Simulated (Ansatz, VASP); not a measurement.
# ZnSe: VASP beside Ansatz

```xyz
2
Lattice="0.0000 2.8338 2.8338 2.8338 0.0000 2.8338 2.8338 2.8338 0.0000" Properties=species:S:1:pos:R:3 pbc="T T T"
Se    4.2507    4.2507    4.2507
Zn    0.0000    0.0000    0.0000
```

Alike in both runs: task single point; functional PBE; k mesh 14 × 14 × 14; occupations fermi-dirac, width 0.05 eV; no spin polarisation.

|  | VASP | Ansatz |
| --- | --- | --- |
| version | VASP 6.6.1 | Ansatz 0.2.0 |
| potentials or method | VASP PAW PBE potentials, release 64 (Se, Zn) | Ansatz PAW |
| plane-wave cutoff (eV) | 520 | 420 |
| valence electrons in the cell | 18 | 28 |

VASP gave:

- gap on the k mesh at the Fermi level (eV): 1.29
- least direct gap on the mesh (eV): 1.29
- pressure (GPa): 2.3

**Question.** What did Ansatz give for the same quantities?

**Answer.** gap on the k mesh at the Fermi level (eV): 1.29; least direct gap on the mesh (eV): 1.29; pressure (GPa): 2.1.

VASP's potentials hold 18 valence electrons a cell and Ansatz's 28, so a difference there can come from the potentials and not from the codes.
